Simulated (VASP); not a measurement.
# KF (Fm-3m) in VASP: notebook

The runs below take KF through single point, relaxation of volume and atoms at fixed shape, with PBEsol.

Everything below comes from runs of VASP 6.6.1. Logs are shortened: lines on timing, memory, paths and dates and some standing lists are left out, and cuts for length are marked.

### Step 1. The cell of the first run

The structure is cubic, space group Fm-3m (No. 225). The conventional cell has a = 5.309 Å, b = 5.309 Å, c = 5.309 Å, α = 90.00°, β = 90.00°, γ = 90.00°. Within 3.5 Å of K (site symmetry m-3m) lie 6 F at 2.65 Å. Within 3.5 Å of F (site symmetry m-3m) lie 6 K at 2.65 Å.

### Step 2. Single point, PBEsol

File INCAR:

```
SYSTEM = KF
PREC = Accurate
ENCUT = 600
EDIFF = 1E-6
ISMEAR = 0
SIGMA = 0.01
LREAL = .False.
LASPH = .True.
NELM = 120
ALGO = Normal
ISIF = 2
LWAVE = .False.
LCHARG = .False.
GGA = PS
NBANDS = 15
GGA_COMPAT = .False.
```

File KPOINTS:

```
regular mesh
0
Gamma
  6 6 6
  0 0 0
```

File POSCAR:

```
KF
1.0
    3.7538169284      0.0000000000      0.0000000000
    1.8769084642      3.2509008212      0.0000000000
    1.8769084642      1.0836336071      3.0649786875
K F
1 1
Direct
    0.0000000000      0.0000000000      0.0000000000
    0.5000000000      0.5000000000      0.5000000000
```

Potentials or basis: VASP PAW PBE potentials, release 64 (K_sv, F).

Started as:

```console
> cat potpaw_PBE.64/K_sv/POTCAR potpaw_PBE.64/F/POTCAR > POTCAR
> mpirun -np 1 vasp_std > vasp.out
```

OUTCAR:

```text
SYSTEM = KF
   PREC = Accurate
   ENCUT = 600
   EDIFF = 1E-6
   ISMEAR = 0
   LREAL = .False.
   LASPH = .True.
   NELM = 120
   ISIF = 2
   GGA = PS

 ion  position               nearest neighbor table
   1  0.000  0.000  0.000-   2 2.65   2 2.65   2 2.65   2 2.65   2 2.65   2 2.65
   2  0.500  0.500  0.500-   1 2.65   1 2.65   1 2.65   1 2.65   1 2.65   1 2.65

  LATTYP: Found a face centered cubic cell.
 ALAT       =     5.3086988109

  Lattice vectors:

 A1 = (   3.7538169284,   0.0000000000,   0.0000000000)
 A2 = (   1.8769084642,   3.2509008212,   0.0000000000)
 A3 = (   1.8769084642,   1.0836336071,   3.0649786875)

Analysis of symmetry for initial positions (statically):
=====================================================================
 Subroutine PRICEL returns:
 Original cell was already a primitive cell.

 Routine SETGRP: Setting up the symmetry group for a
 face centered cubic supercell.

 Subroutine GETGRP returns: Found 48 space group operations
 (whereof 48 operations were pure point group operations)
 out of a pool of 48 trial point group operations.

The static configuration has the point symmetry O_h .

Analysis of symmetry for dynamics (positions and initial velocities):
=====================================================================
 Subroutine PRICEL returns:
 Original cell was already a primitive cell.

 Routine SETGRP: Setting up the symmetry group for a
 face centered cubic supercell.

 Subroutine GETGRP returns: Found 48 space group operations
 (whereof 48 operations were pure point group operations)
 out of a pool of 48 trial point group operations.

The dynamic configuration has the point symmetry O_h .

 Subroutine INISYM returns: Found 48 space group operations
 (whereof 48 operations are pure point group operations),
 and found     1 'primitive' translations

----------------------------------------------------------------------------------------

                                     Primitive cell

  volume of cell :      37.4028

  direct lattice vectors                    reciprocal lattice vectors
     3.753816928  0.000000000  0.000000000     0.266395517 -0.153803523 -0.108755514
     1.876908464  3.250900821  0.000000000     0.000000000  0.307607046 -0.108755514
     1.876908464  1.083633607  3.064978688     0.000000000  0.000000000  0.326266543

  length of vectors
     3.753816928  3.753816928  3.753816928     0.326266543  0.326266543  0.326266543

  position of ions in fractional coordinates (direct lattice)
     0.000000000  0.000000000  0.000000000
     0.500000000  0.500000000  0.500000000

  ion indices of the primitive-cell ions
   primitive index   ion index
                 1           1
                 2           2

----------------------------------------------------------------------------------------

 KPOINTS: regular mesh

Automatic generation of k-mesh.
 Grid dimensions read from file:
 generate k-points for:    6    6    6

 Generating k-lattice:

  Cartesian coordinates                     Fractional coordinates (reciprocal lattice)
     0.044399253 -0.025633921 -0.018125919     0.166666667  0.000000000  0.000000000
     0.000000000  0.051267841 -0.018125919     0.000000000  0.166666667 -0.000000000
     0.000000000  0.000000000  0.054377757     0.000000000  0.000000000  0.166666667

  Length of vectors
     0.054377757  0.054377757  0.054377757

  Shift w.r.t. Gamma in fractional coordinates (k-lattice)
     0.000000000  0.000000000  0.000000000

 Subroutine IBZKPT returns following result:
 ===========================================

 Found     16 irreducible k-points:

 Following reciprocal coordinates:
            Coordinates               Weight
  0.000000  0.000000  0.000000      1.000000
  0.166667  0.000000  0.000000      8.000000
  0.333333  0.000000 -0.000000      8.000000
  0.500000  0.000000 -0.000000      4.000000
  0.166667  0.166667 -0.000000      6.000000
  0.333333  0.166667 -0.000000     24.000000
[... 8 lines left out ...]
 -0.333333  0.333333  0.166667     24.000000
 -0.333333  0.500000  0.166667     12.000000
   k-points           NKPTS =     16   k-points in BZ     NKDIM =     16   number of bands    NBANDS=     15
   number of dos      NEDOS =    301   number of ions     NIONS =      2
   total plane-waves  NPLWV =  27000
   dimension x,y,z NGX =    30 NGY =   30 NGZ =   30
   dimension x,y,z NGXF=    60 NGYF=   60 NGZF=   60
   ions per type =               1   1
   NGX,Y,Z   is equivalent  to a cutoff of  13.29, 13.29, 13.29 a.u.
   NGXF,Y,Z  is equivalent  to a cutoff of  26.57, 26.57, 26.57 a.u.
 SYSTEM =  KF
   PREC   = accura    normal or accurate (medium, high low for compatibility)
   ISTART =      0    job   : 0-new  1-cont  2-samecut
   ICHARG =      2    charge: 1-file 2-atom 10-const
   ISPIN  =      1    spin polarized calculation?
   LNONCOLLINEAR =      F non collinear calculations
   LSORBIT =      F    spin-orbit coupling
   LASPH  =      T    aspherical Exc in radial PAW
   ENCUT  =  600.0 eV  44.10 Ry    6.64 a.u.   7.50  7.50  7.50*2*pi/ulx,y,z
   NELM   =    120;   NELMIN=  2; NELMDL= -5     # of ELM steps
   EDIFF  = 0.1E-05   stopping-criterion for ELM
   LREAL  =      F    real-space projection
   EDIFFG = 0.1E-04   stopping-criterion for IOM
   NSW    =      0    number of steps for IOM
   IBRION =     -1    ionic relax: 0-MD 1-quasi-New 2-CG
   NFREE  =      0    steps in history (QN), initial steepest desc. (CG)
   ISIF   =      2    stress and relaxation
   ISYM   =      2    0-nonsym 1-usesym 2-fastsym
   POTIM  = 0.5000    time-step for ionic-motion
   TEBEG  =    0.0;   TEEND  =   0.0 temperature during run
   PSTRESS=    0.0 pullay stress
   NELECT =      16.0000    total number of electrons
   NUPDOWN=      -1.0000    fix difference up-down
   EMIN   =  10.00;   EMAX   =-10.00  energy-range for DOS
   EFERMI =   0.00;   METHOD = LEGACY
   ISMEAR =     0;   SIGMA  =   0.01  broadening in eV -4-tet -1-fermi 0-gaus
   EFERMI_NEDOS =   21; number of points for ismear=-14 and -15
   IALGO  =     38    algorithm
   IMIX   =      4    mixing-type and parameters
     AMIX     =   0.40;   BMIX     =  1.00
     AMIX_MAG =   1.60;   BMIX_MAG =  1.00
  volume/ion in A,a.u.               =      18.70       126.20
  Fermi-wavevector in a.u.,A,eV,Ry     =   1.233522  2.331018 20.702290  1.521575
  Thomas-Fermi vector in A             =   2.368248
   LORBIT       =      0    0 simple, 1 ext, 2 COOP (PROOUT), +10 PAW based schemes
   GGA     = PS    functional components
   LHFCALC =     F    Hartree Fock is set to
   AEXX    =    0.0000 exact exchange contribution
   IVDW    =     0    specifies the selected vdW correction
   LEPSILON=     F    determine dielectric tensor
   LRPA    =     F    only Hartree local field effects (RPA)
 non-spin polarized calculation
 Gauss-broadening in eV      SIGMA  =   0.01
  energy-cutoff  :      600.00
  volume of cell :       37.40
 maximum number of plane-waves:      1272
 NGX is ok and might be reduce to    30
   NGX = 15   NGY = 15   NGZ = 15

 number of electron      16.0000003 magnetization

 Free energy of the ion-electron system (eV)
  ---------------------------------------------------
  ext. energy  EPLUGINS =         0.00000000
  ---------------------------------------------------
  free energy    TOTEN  =        -8.52163673 eV

  energy without entropy =       -8.52163673  energy(sigma->0) =       -8.52163673

 E-fermi :  -2.8136     XC(G=0):  -8.7043

 val. band max:       -2.8579191009   @ k =   0.0000   0.0000   0.0000
 cond. band min:       3.2721494200   @ k =   0.0000   0.0000   0.0000
 fundamental gap:      6.1300685209
 Fermi energy:        -2.8135522241

 k-point     1 :       0.0000    0.0000    0.0000
  band No.  band energies     occupation
      1     -28.7667      2.00000
      2     -21.3978      2.00000
      3     -12.0634      2.00000
      4     -12.0634      2.00000
      5     -12.0633      2.00000
      6      -2.8579      2.00000
      7      -2.8579      2.00000
      8      -2.8579      2.00000
      9       3.2721      0.00000
     10       7.8304      0.00000
     11       7.8304      0.00000
     12       7.8304      0.00000
     13       9.5323      0.00000
     14       9.5323      0.00000
     15      13.9835      0.00000

 k-point     2 :       0.1667    0.0000    0.0000
  band No.  band energies     occupation
      1     -28.7401      2.00000
      2     -21.4229      2.00000
      3     -12.1377      2.00000
      4     -12.0731      2.00000
      5     -12.0731      2.00000
      6      -3.1046      2.00000
      7      -2.9542      2.00000
      8      -2.9542      2.00000
      9       4.0335      0.00000
     10       7.4258      0.00000
     11       8.2042      0.00000
     12       8.2042      0.00000
     13       9.8043      0.00000
     14       9.8043      0.00000
     15      15.2564      0.00000

 k-point     3 :       0.3333    0.0000   -0.0000
  band No.  band energies     occupation
      1     -28.6860      2.00000
      2     -21.4741      2.00000
      3     -12.2841      2.00000
      4     -12.0922      2.00000
      5     -12.0922      2.00000
      6      -3.5151      2.00000
      7      -3.1402      2.00000
      8      -3.1402      2.00000
      9       5.6036      0.00000
     10       7.2080      0.00000
     11       8.9559      0.00000
     12       8.9559      0.00000
     13      10.6733      0.00000
     14      10.6733      0.00000
     15      15.0830      0.00000
[... 199 lines left out ...]
 k-point    15 :      -0.3333    0.3333    0.1667
  band No.  band energies     occupation
      1     -28.6388      2.00000
      2     -21.4612      2.00000
      3     -12.4475      2.00000
      4     -12.3958      2.00000
      5     -12.1502      2.00000
      6      -3.3599      2.00000
      7      -3.0936      2.00000
      8      -3.0701      2.00000
      9       6.6806      0.00000
     10       7.0160      0.00000
     11       8.6426      0.00000
     12      10.4432      0.00000
     13      11.0744      0.00000
     14      12.2797      0.00000
     15      12.7863      0.00000

 k-point    16 :      -0.3333    0.5000    0.1667
  band No.  band energies     occupation
      1     -28.6330      2.00000
      2     -21.4411      2.00000
      3     -12.5832      2.00000
      4     -12.3923      2.00000
      5     -12.1906      2.00000
      6      -3.1944      2.00000
      7      -3.0454      2.00000
      8      -2.9731      2.00000
      9       6.0243      0.00000
     10       7.7561      0.00000
     11       8.1381      0.00000
     12      10.7696      0.00000
     13      11.5449      0.00000
     14      12.3302      0.00000
     15      12.6115      0.00000

------------------------ aborting loop because EDIFF is reached ----------------------------------------

  FORCE on cell =-STRESS in cart. coord.  units (eV):
  Direction    XX          YY          ZZ          XY          YZ          ZX
  --------------------------------------------------------------------------------------
  -------------------------------------------------------------------------------------
  Total        0.0007676      0.0007676      0.0007676      0.0000000      0.0000000     -0.0000000
  in kB        0.0328819      0.0328819      0.0328819      0.0000000      0.0000000     -0.0000000
  external PRESSURE =       0.0328819 kB  Pullay stress =       0.0000000 kB

 VOLUME and BASIS-vectors are now :
 -----------------------------------------------------------------------------
  energy-cutoff  :      600.00
  volume of cell :       37.40
      direct lattice vectors                 reciprocal lattice vectors
     3.753816928  0.000000000  0.000000000     0.266395517 -0.153803523 -0.108755514
     1.876908464  3.250900821  0.000000000     0.000000000  0.307607046 -0.108755514
     1.876908464  1.083633607  3.064978688     0.000000000  0.000000000  0.326266543

 POSITION                                       TOTAL-FORCE (eV/Angst)
 -----------------------------------------------------------------------------------
      0.00000      0.00000      0.00000         0.000000      0.000000      0.000000
      3.75382      2.16727      1.53249        -0.000000     -0.000000      0.000000
 -----------------------------------------------------------------------------------
    total drift:                                0.000000      0.000000      0.000000

  FREE ENERGIE OF THE ION-ELECTRON SYSTEM (eV)
  ---------------------------------------------------
  free  energy   TOTEN  =        -8.5216367261 eV

  energy  without entropy=       -8.5216367261  energy(sigma->0) =       -8.52163673
```

Wall time 13 s (1 thread of Intel Xeon Platinum 8375C at 2.90GHz (Ice Lake), shared host); peak memory 0.17 GiB.

What came out:

```yaml
Free_energy: -8.5216 eV
Pressure: 0.0 GPa
Band_gap_on_the_k_mesh: 6.13 eV
```

Levels at points of the mesh, in eV from the valence-band top:
```csv
k point,band 5,band 6,band 7,band 8,band 9,band 10,band 11,band 12
"(0.00, 0.00, 0.00)",-9.21,0.00,0.00,0.00,6.13,10.69,10.69,10.69
"(0.50, 0.00, 0.00)",-9.24,-0.84,-0.37,-0.37,9.05,10.60,12.14,12.14
"(0.50, 0.50, 0.00)",-9.44,-0.20,-0.05,-0.05,8.11,10.34,11.81,13.71
```

Caveat: the PAW data sets were made with another functional, which shifts forces and pressure a little. PBEsol gaps usually lie below the measured ones, often by a third to a half.

### Step 3. Relaxation of volume and atoms at fixed shape, PBEsol

This run uses another cell than the first one, of 19.07 Å³/atom.

File INCAR:

```
ALGO = Normal ; EDIFF = 1E-7
EDIFFG = -0.02 ; ENCUT = 600
GGA = PS ; GGA_COMPAT = False
IBRION = 2 ; ISIF = 8
ISMEAR = 0 ; LASPH = True
LCHARG = False ; LREAL = False
LWAVE = False ; NELM = 120
NELMIN = 4 ; NSW = 80
PREC = Accurate ; SIGMA = 0.01
```

File KPOINTS:

```
k-points
0
Gamma
  6 6 6
```

File POSCAR:

```
KF
1.0
    3.7785670000      0.0000000000      0.0000000000
    1.8892835000      3.2723350119      0.0000000000
    1.8892835000      1.0907783373      3.0851870363
K F
1 1
Direct
    0.0000000000      0.0000000000      0.0000000000
    0.5000000000      0.5000000000      0.5000000000
```

Potentials or basis: VASP PAW PBE potentials, release 64 (K_sv, F).

Started as:

```console
> cat potpaw_PBE.64/K_sv/POTCAR potpaw_PBE.64/F/POTCAR > POTCAR
> mpirun -np 1 vasp_std > vasp.out
```

It took 24 s on 1 thread of Intel Xeon Platinum 8375C at 2.90GHz (Ice Lake), shared host; peak memory 0.18 GiB.

Results (log left out):

| Quantity | Value |
| --- | --- |
| Free energy | -8.5228 eV |
| Relaxed volume | 18.69 Å³/atom |
| Relaxed cell | a = 3.753 Å, b = 3.753 Å, c = 3.753 Å, α = 60.00°, β = 60.00°, γ = 60.00° |
| Space group after relaxing (to 0.1 Å) | Fm-3m (No. 225) |
| Energy gained by relaxing | 0.8 meV/atom |
| Ionic steps | 3 |
| Pressure after relaxing | 0.0 GPa |
| Band gap on the k mesh | 6.13 eV |

The path:
```tsv
step	energy change (eV)	largest force (eV/Å)	pressure (GPa)	volume (Å³)
1	0.0000	0.0000	-0.64	38.15
2	-0.0012	0.0000	-0.29	37.73
3	-0.0015	0.0000	0.01	37.39
```

Final structure:
```yaml
crystal:
  lattice:
    - [3.75326, 0.00000, 0.00000]
    - [1.87663, 3.25041, 0.00000]
    - [1.87663, 1.08347, 3.06452]
  atoms:
    - { symbol: K, position: [0.00000, 0.00000, 0.00000] }
    - { symbol: F, position: [0.50000, 0.50000, 0.50000] }
```

Levels at points of the mesh, in eV from the valence-band top:
```
           k point  band 4  band 5  band 6  band 7  band 8  band 9  band 10  band 11  band 12
(0.00, 0.00, 0.00)   -9.20   -9.20    0.00    0.00    0.00    6.13    10.69    10.69    10.69
(0.50, 0.00, 0.00)   -9.24   -9.24   -0.84   -0.37   -0.37    9.06    10.61    12.14    12.14
(0.50, 0.50, 0.00)   -9.44   -9.44   -0.20   -0.05   -0.05    8.11    10.35    11.82    13.71
```

Caveat: the PAW data sets were made with another functional, which shifts forces and pressure a little. Expect the measured gap to be larger: semilocal functionals such as PBEsol lack the derivative discontinuity.
